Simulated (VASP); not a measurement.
# BaZrO3 (Pm-3m) in VASP: notebook

Runs on BaZrO3. Level: PBEsol. Tasks: single point.

Everything below comes from runs of VASP 6.6.1. Logs are shortened: lines on timing, memory, paths and dates and some standing lists are left out, and cuts for length are marked.

### 1 The cell of the first run

It takes space group Pm-3m (No. 221, cubic). Conventional cell: a = 4.074 Å, b = 4.074 Å, c = 4.074 Å, α = 90.00°, β = 90.00°, γ = 90.00°. Within 3.8 Å of Ba (site symmetry m-3m) lie 12 O at 2.88 Å and 8 Zr at 3.53 Å. Zr (site symmetry m-3m) has 6 O at 2.04 Å within 2.7 Å. Within 2.7 Å of O (site symmetry 4/mmm) lie 2 Zr at 2.04 Å.

### 2 Single point, PBEsol

Contents of INCAR:

```
SYSTEM = BaZrO3
PREC     = Accurate       ! precision mode
ENCUT    = 910            ! plane-wave cutoff, eV
EDIFF    = 1E-6           ! SCF threshold, eV
ISMEAR   = 0              ! smearing method
SIGMA    = 0.01           ! smearing width, eV
LREAL    = .FALSE.        ! projectors in reciprocal space
LASPH    = .TRUE.         ! aspherical terms in the spheres
NELM     = 120            ! most SCF steps
ALGO     = Normal         ! electronic algorithm
ISIF     = 2              ! what is computed and relaxed
LWAVE    = .FALSE.        ! write WAVECAR
LCHARG   = .TRUE.         ! write CHGCAR
GGA      = PS             ! functional
LELF     = .TRUE.         ! ELF
LVHAR    = .TRUE.       
NBANDS   = 28             ! bands
GGA_COMPAT= .FALSE.
```

Contents of KPOINTS:

```
Automatic mesh
0
G
  4 4 4
  0 0 0
```

Contents of POSCAR:

```
BaZrO3
1.0
    4.0741349337      0.0000000000      0.0000000000
    0.0000000000      4.0741349337      0.0000000000
    0.0000000000      0.0000000000      4.0741349337
Ba Zr O
1 1 3
Direct
    0.0000000000      0.0000000000      0.0000000000
    0.5000000000      0.5000000000      0.5000000000
    0.0000000000      0.5000000000      0.5000000000
    0.5000000000      0.0000000000      0.5000000000
    0.5000000000      0.5000000000      0.0000000000
```

Potentials or basis: VASP PAW PBE potentials, release 64 (Ba_sv, Zr_sv, O_h).

On the command line:

```sh
$ cat potpaw_PBE.64/Ba_sv/POTCAR potpaw_PBE.64/Zr_sv/POTCAR potpaw_PBE.64/O_h/POTCAR > POTCAR
$ mpirun -np 1 vasp_std > vasp.out
```

OUTCAR:

```text
SYSTEM = BaZrO3
   PREC = Accurate
   ENCUT = 910
   EDIFF = 1E-6
   ISMEAR = 0
   LREAL = .FALSE.
   LASPH = .TRUE.
   NELM = 120
   ISIF = 2
   GGA = PS

 ion  position               nearest neighbor table
   1  0.000  0.000  0.000-   3 2.88   4 2.88   5 2.88   3 2.88   4 2.88   3 2.88   5 2.88   3 2.88
                             4 2.88   5 2.88   4 2.88   5 2.88   2 3.53   2 3.53   2 3.53   2 3.53
   2  0.500  0.500  0.500-   3 2.04   4 2.04   5 2.04   5 2.04   4 2.04   3 2.04   1 3.53   1 3.53
                             1 3.53   1 3.53   1 3.53   1 3.53   1 3.53   1 3.53
   3  0.000  0.500  0.500-   2 2.04   2 2.04   1 2.88   1 2.88   1 2.88   1 2.88
   4  0.500  0.000  0.500-   2 2.04   2 2.04   1 2.88   1 2.88   1 2.88   1 2.88
   5  0.500  0.500  0.000-   2 2.04   2 2.04   1 2.88   1 2.88   1 2.88   1 2.88

  LATTYP: Found a simple cubic cell.
 ALAT       =     4.0741349337

  Lattice vectors:

 A1 = (   4.0741349337,   0.0000000000,   0.0000000000)
 A2 = (   0.0000000000,   4.0741349337,   0.0000000000)
 A3 = (   0.0000000000,   0.0000000000,   4.0741349337)

Analysis of symmetry for initial positions (statically):
=====================================================================
 Subroutine PRICEL returns:
 Original cell was already a primitive cell.

 Routine SETGRP: Setting up the symmetry group for a
 simple cubic supercell.

 Subroutine GETGRP returns: Found 48 space group operations
 (whereof 48 operations were pure point group operations)
 out of a pool of 48 trial point group operations.

The static configuration has the point symmetry O_h .

Analysis of symmetry for dynamics (positions and initial velocities):
=====================================================================
 Subroutine PRICEL returns:
 Original cell was already a primitive cell.

 Routine SETGRP: Setting up the symmetry group for a
 simple cubic supercell.

 Subroutine GETGRP returns: Found 48 space group operations
 (whereof 48 operations were pure point group operations)
 out of a pool of 48 trial point group operations.

The dynamic configuration has the point symmetry O_h .

 Subroutine INISYM returns: Found 48 space group operations
 (whereof 48 operations are pure point group operations),
 and found     1 'primitive' translations

----------------------------------------------------------------------------------------

                                     Primitive cell

  volume of cell :      67.6248

  direct lattice vectors                    reciprocal lattice vectors
     4.074134934  0.000000000  0.000000000     0.245450879  0.000000000  0.000000000
     0.000000000  4.074134934  0.000000000     0.000000000  0.245450879  0.000000000
     0.000000000  0.000000000  4.074134934     0.000000000  0.000000000  0.245450879

  length of vectors
     4.074134934  4.074134934  4.074134934     0.245450879  0.245450879  0.245450879

  position of ions in fractional coordinates (direct lattice)
     0.000000000  0.000000000  0.000000000
     0.500000000  0.500000000  0.500000000
     0.000000000  0.500000000  0.500000000
     0.500000000  0.000000000  0.500000000
     0.500000000  0.500000000  0.000000000

  ion indices of the primitive-cell ions
   primitive index   ion index
                 1           1
                 2           2
                 3           3
                 4           4
                 5           5

----------------------------------------------------------------------------------------

 KPOINTS: Automatic mesh

Automatic generation of k-mesh.
 Grid dimensions read from file:
 generate k-points for:    4    4    4

 Generating k-lattice:

  Cartesian coordinates                     Fractional coordinates (reciprocal lattice)
     0.061362720  0.000000000  0.000000000     0.250000000  0.000000000  0.000000000
     0.000000000  0.061362720  0.000000000     0.000000000  0.250000000  0.000000000
     0.000000000  0.000000000  0.061362720     0.000000000  0.000000000  0.250000000

  Length of vectors
     0.061362720  0.061362720  0.061362720

  Shift w.r.t. Gamma in fractional coordinates (k-lattice)
     0.000000000  0.000000000  0.000000000

 Subroutine IBZKPT returns following result:
 ===========================================

 Found     10 irreducible k-points:

 Following reciprocal coordinates:
            Coordinates               Weight
  0.000000  0.000000  0.000000      1.000000
  0.250000  0.000000  0.000000      6.000000
  0.500000  0.000000  0.000000      3.000000
  0.250000  0.250000  0.000000     12.000000
  0.500000  0.250000  0.000000     12.000000
  0.500000  0.500000  0.000000      3.000000
  0.250000  0.250000  0.250000      8.000000
  0.500000  0.250000  0.250000     12.000000
  0.500000  0.500000  0.250000      6.000000
  0.500000  0.500000  0.500000      1.000000
   k-points           NKPTS =     10   k-points in BZ     NKDIM =     10   number of bands    NBANDS=     28
   number of dos      NEDOS =    301   number of ions     NIONS =      5
   total plane-waves  NPLWV =  64000
   dimension x,y,z NGX =    40 NGY =   40 NGZ =   40
   dimension x,y,z NGXF=    80 NGYF=   80 NGZF=   80
   ions per type =               1   1   3
   NGX,Y,Z   is equivalent  to a cutoff of  16.32, 16.32, 16.32 a.u.
   NGXF,Y,Z  is equivalent  to a cutoff of  32.64, 32.64, 32.64 a.u.
 SYSTEM =  BaZrO3
   PREC   = accura    normal or accurate (medium, high low for compatibility)
   ISTART =      0    job   : 0-new  1-cont  2-samecut
   ICHARG =      2    charge: 1-file 2-atom 10-const
   ISPIN  =      1    spin polarized calculation?
   LNONCOLLINEAR =      F non collinear calculations
   LSORBIT =      F    spin-orbit coupling
   LASPH  =      T    aspherical Exc in radial PAW
   ENCUT  =  910.0 eV  66.88 Ry    8.18 a.u.  10.02 10.02 10.02*2*pi/ulx,y,z
   NELM   =    120;   NELMIN=  2; NELMDL= -5     # of ELM steps
   EDIFF  = 0.1E-05   stopping-criterion for ELM
   LREAL  =      F    real-space projection
   EDIFFG = 0.1E-04   stopping-criterion for IOM
   NSW    =      0    number of steps for IOM
   IBRION =     -1    ionic relax: 0-MD 1-quasi-New 2-CG
   NFREE  =      0    steps in history (QN), initial steepest desc. (CG)
   ISIF   =      2    stress and relaxation
   ISYM   =      2    0-nonsym 1-usesym 2-fastsym
   POTIM  = 0.5000    time-step for ionic-motion
   TEBEG  =    0.0;   TEEND  =   0.0 temperature during run
   PSTRESS=    0.0 pullay stress
   NELECT =      40.0000    total number of electrons
   NUPDOWN=      -1.0000    fix difference up-down
   EMIN   =  10.00;   EMAX   =-10.00  energy-range for DOS
   EFERMI =   0.00;   METHOD = LEGACY
   ISMEAR =     0;   SIGMA  =   0.01  broadening in eV -4-tet -1-fermi 0-gaus
   EFERMI_NEDOS =   21; number of points for ismear=-14 and -15
   IALGO  =     38    algorithm
   IMIX   =      4    mixing-type and parameters
     AMIX     =   0.40;   BMIX     =  1.00
     AMIX_MAG =   1.60;   BMIX_MAG =  1.00
  volume/ion in A,a.u.               =      13.52        91.27
  Fermi-wavevector in a.u.,A,eV,Ry     =   1.374230  2.596918 25.694712  1.888508
  Thomas-Fermi vector in A             =   2.499675
   LORBIT       =      0    0 simple, 1 ext, 2 COOP (PROOUT), +10 PAW based schemes
   GGA     = PS    functional components
   LHFCALC =     F    Hartree Fock is set to
   AEXX    =    0.0000 exact exchange contribution
   IVDW    =     0    specifies the selected vdW correction
   LEPSILON=     F    determine dielectric tensor
   LRPA    =     F    only Hartree local field effects (RPA)
 non-spin polarized calculation
 Gauss-broadening in eV      SIGMA  =   0.01
  energy-cutoff  :      910.00
  volume of cell :       67.62
 maximum number of plane-waves:      4238
   NGX = 21   NGY = 21   NGZ = 21

 number of electron      40.0000001 magnetization

 Free energy of the ion-electron system (eV)
  ---------------------------------------------------
  ext. energy  EPLUGINS =         0.00000000
  ---------------------------------------------------
  free energy    TOTEN  =       -43.34046975 eV

  energy without entropy =      -43.34046975  energy(sigma->0) =      -43.34046975

 E-fermi :   4.6927     XC(G=0): -11.4624

 val. band max:        4.6087854564   @ k =   0.5000   0.5000   0.5000
 cond. band min:       7.8753977379   @ k =   0.0000   0.0000   0.0000
 fundamental gap:      3.2666122815
 Fermi energy:         4.6927280621

 k-point     1 :       0.0000    0.0000    0.0000
  band No.  band energies     occupation
      1     -41.7495      2.00000
      2     -20.3958      2.00000
      3     -20.0930      2.00000
      4     -20.0930      2.00000
      5     -20.0930      2.00000
      6     -11.8089      2.00000
[... 20 lines left out ...]
     27      13.0107      0.00000
     28      13.0107      0.00000

 k-point     2 :       0.2500    0.0000    0.0000
  band No.  band energies     occupation
      1     -41.7467      2.00000
      2     -20.5595      2.00000
      3     -20.0873      2.00000
      4     -20.0873      2.00000
      5     -20.0710      2.00000
      6     -11.9418      2.00000
[... 20 lines left out ...]
     27      12.9145      0.00000
     28      13.0174      0.00000

 k-point     3 :       0.5000    0.0000    0.0000
  band No.  band energies     occupation
      1     -41.7439      2.00000
      2     -20.7220      2.00000
      3     -20.0815      2.00000
      4     -20.0815      2.00000
      5     -20.0351      2.00000
      6     -12.1216      2.00000
[... 20 lines left out ...]
     27      13.0154      0.00000
     28      13.6673      0.00000

 k-point     4 :       0.2500    0.2500    0.0000
  band No.  band energies     occupation
      1     -41.7439      2.00000
      2     -20.5391      2.00000
      3     -20.2849      2.00000
      4     -20.0818      2.00000
      5     -20.0498      2.00000
      6     -11.8246      2.00000
[... 20 lines left out ...]
     27      13.0812      0.00000
     28      13.9090      0.00000

 k-point     5 :       0.5000    0.2500    0.0000
  band No.  band energies     occupation
      1     -41.7412      2.00000
      2     -20.6221      2.00000
      3     -20.2804      2.00000
      4     -20.1118      2.00000
      5     -20.0763      2.00000
      6     -11.8493      2.00000
[... 20 lines left out ...]
     27      13.2760      0.00000
     28      13.9039      0.00000

 k-point     6 :       0.5000    0.5000    0.0000
  band No.  band energies     occupation
      1     -41.7384      2.00000
      2     -20.4626      2.00000
      3     -20.4626      2.00000
      4     -20.2482      2.00000
      5     -20.0711      2.00000
      6     -11.7280      2.00000
[... 20 lines left out ...]
     27      14.4988      0.00000
     28      14.4988      0.00000

 k-point     7 :       0.2500    0.2500    0.2500
  band No.  band energies     occupation
      1     -41.7412      2.00000
      2     -20.4907      2.00000
      3     -20.2777      2.00000
      4     -20.2777      2.00000
      5     -20.0652      2.00000
      6     -11.2932      2.00000
[... 20 lines left out ...]
     27      13.5496      0.00000
     28      13.5496      0.00000

 k-point     8 :       0.5000    0.2500    0.2500
  band No.  band energies     occupation
      1     -41.7384      2.00000
      2     -20.5511      2.00000
      3     -20.2761      2.00000
      4     -20.2706      2.00000
      5     -20.1534      2.00000
      6     -11.2612      2.00000
[... 20 lines left out ...]
     27      12.7514      0.00000
     28      13.9386      0.00000

 k-point     9 :       0.5000    0.5000    0.2500
  band No.  band energies     occupation
      1     -41.7357      2.00000
      2     -20.4542      2.00000
      3     -20.4542      2.00000
      4     -20.2663      2.00000
      5     -20.2207      2.00000
      6     -11.0425      2.00000
[... 20 lines left out ...]
     27      13.2761      0.00000
     28      14.6409      0.00000

 k-point    10 :       0.5000    0.5000    0.5000
  band No.  band energies     occupation
      1     -41.7330      2.00000
      2     -20.4457      2.00000
      3     -20.4457      2.00000
      4     -20.4457      2.00000
      5     -20.1929      2.00000
      6     -10.2839      2.00000
[... 20 lines left out ...]
     27      14.3435      0.00000
     28      14.3435      0.00000

------------------------ aborting loop because EDIFF is reached ----------------------------------------

  FORCE on cell =-STRESS in cart. coord.  units (eV):
  Direction    XX          YY          ZZ          XY          YZ          ZX
  --------------------------------------------------------------------------------------
  -------------------------------------------------------------------------------------
  Total        6.8807794      6.8807794      6.8807794      0.0000000     -0.0000000      0.0000000
  in kB      163.0204149    163.0204149    163.0204149      0.0000000     -0.0000000      0.0000000
  external PRESSURE =     163.0204149 kB  Pullay stress =       0.0000000 kB

 VOLUME and BASIS-vectors are now :
 -----------------------------------------------------------------------------
  energy-cutoff  :      910.00
  volume of cell :       67.62
      direct lattice vectors                 reciprocal lattice vectors
     4.074134934  0.000000000  0.000000000     0.245450879  0.000000000  0.000000000
     0.000000000  4.074134934  0.000000000     0.000000000  0.245450879  0.000000000
     0.000000000  0.000000000  4.074134934     0.000000000  0.000000000  0.245450879

 POSITION                                       TOTAL-FORCE (eV/Angst)
 -----------------------------------------------------------------------------------
      0.00000      0.00000      0.00000         0.000000      0.000000      0.000000
      2.03707      2.03707      2.03707         0.000000      0.000000      0.000000
      0.00000      2.03707      2.03707         0.000000      0.000000      0.000000
      2.03707      0.00000      2.03707         0.000000      0.000000      0.000000
      2.03707      2.03707      0.00000         0.000000      0.000000      0.000000
 -----------------------------------------------------------------------------------
    total drift:                                0.000000      0.000000     -0.000000

  FREE ENERGIE OF THE ION-ELECTRON SYSTEM (eV)
  ---------------------------------------------------
  free  energy   TOTEN  =       -43.3404697508 eV

  energy  without entropy=      -43.3404697508  energy(sigma->0) =      -43.34046975
```

Run time: 28 s. Hardware: 1 thread of Intel Xeon 6975P-C (Granite Rapids), shared host; peak memory 0.26 GiB.

What came out:

| Quantity | Value |
| --- | --- |
| Free energy | -43.3405 eV |
| Pressure | 16.3 GPa |
| Band gap on the k mesh | 3.27 eV, indirect (least direct gap 3.36 eV) |

Caveat: the cutoff is under 1.25 times the usual one of these potentials, so pressure, stress and relaxed cells hold a basis-set (Pulay) error; the PAW data sets were made with another functional, which shifts forces and pressure a little; spin-orbit coupling is left out, which moves the levels of the heavy elements. A hybrid or GW would open this gap; PBEsol tends to underestimate it.

[end of part 1 of 2]
